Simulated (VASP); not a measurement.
A run of VASP 6.6.1:

File INCAR:

```
SYSTEM = Ir
  PREC = Accurate
  ENCUT = 520
  EDIFF = 1E-6
  ISMEAR = 0
  SIGMA = 0.15
  LREAL = .FALSE.
  LASPH = .TRUE.
  NELM = 100
  ALGO = Fast
  ISIF = 2
  LWAVE = .FALSE.
  LCHARG = .TRUE.
  GGA = PS
  LELF = .TRUE.
  LVHAR = .TRUE.
  NBANDS = 16
```

File KPOINTS:

```
regular mesh
0
G
  18 18 12
  0 0 0
```

The input POSCAR:

```
Ir
1.0
    2.7513778946      0.0240745566      0.0000000000
   -1.3548397697      2.3707258738      0.0000000000
    0.0000000000      0.0000000000      4.4622900000
Ir
2
Direct
    0.6666666667      0.3333333333      0.7500000000
    0.3333333333      0.6666666667      0.2500000000
```

Potentials or basis: VASP PAW PBE potentials, release 64 (Ir).

Run with:

```sh
$ cat potpaw_PBE.64/Ir/POTCAR > POTCAR
$ mpirun -np 1 vasp_std > vasp.out
```

Hardware: 1 thread of Intel Xeon 8259CL, with other jobs on the host.

Task: How long does it take, and how much memory?

Result: It took 11 min on 1 thread of Intel Xeon 8259CL, with other jobs on the host, peak memory 0.53 GiB. Counts: scf iterations 18, k points 1148.
